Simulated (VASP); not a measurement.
Set up this calculation in VASP 6.6.1, as the native input.

```yaml
Task: single point
Functional: PBE
Potentials_or_basis: VASP PAW PBE potentials, release 64 (Zn, Se)
Cutoff: 520 eV
k_mesh: 6 × 6 × 6
Occupations: gaussian, width 0.5 eV
Spin: no spin polarisation
Dipole_correction: no
Further_INCAR_settings: ALGO = Normal; EDIFF = 1e-06; NBANDS = 16
```

The structure of ZnSe (Stilleite) lies in POSCAR:

```
ZnSe
1.0
    0.0000000000      2.8324246788      2.8324246788
    2.8324246788      0.0000000000      2.8324246788
    2.8324246788      2.8324246788      0.0000000000
Zn Se
1 1
Direct
    0.0000000000      0.0000000000      0.0000000000
    0.2500000000      0.2500000000      0.2500000000
```

One way to write it, as run:

INCAR

```
ALGO     = Normal         # electronic algorithm
EDIFF    = 1E-6           # SCF threshold, eV
ENCUT    = 520            # plane-wave cutoff, eV
GGA      = PE             # functional
ISIF     = 2              # what is computed and relaxed
ISMEAR   = 0              # smearing method
LASPH    = T              # aspherical terms in the spheres
LCHARG   = F              # write CHGCAR
LREAL    = F              # projectors in reciprocal space
LWAVE    = F              # write WAVECAR
NBANDS   = 16             # bands
NELM     = 100            # most SCF steps
PREC     = Accurate       # precision mode
SIGMA    = 0.5            # smearing width, eV
```

KPOINTS

```
k-points
0
Gamma
  6 6 6
```

Potentials or basis: VASP PAW PBE potentials, release 64 (Zn, Se).

The run is started by

```sh
$ cat potpaw_PBE.64/Zn/POTCAR potpaw_PBE.64/Se/POTCAR > POTCAR
$ mpirun -np 1 vasp_std > vasp.out
```

Results of the run:

The pressure is 2.5 GPa and the band gap on the k mesh is 1.29 eV, direct.

Run time: 6.8 s on 1 thread of Intel(R) Xeon(R) 6975P-C (Granite Rapids), on a shared host, peak memory 0.16 GiB.
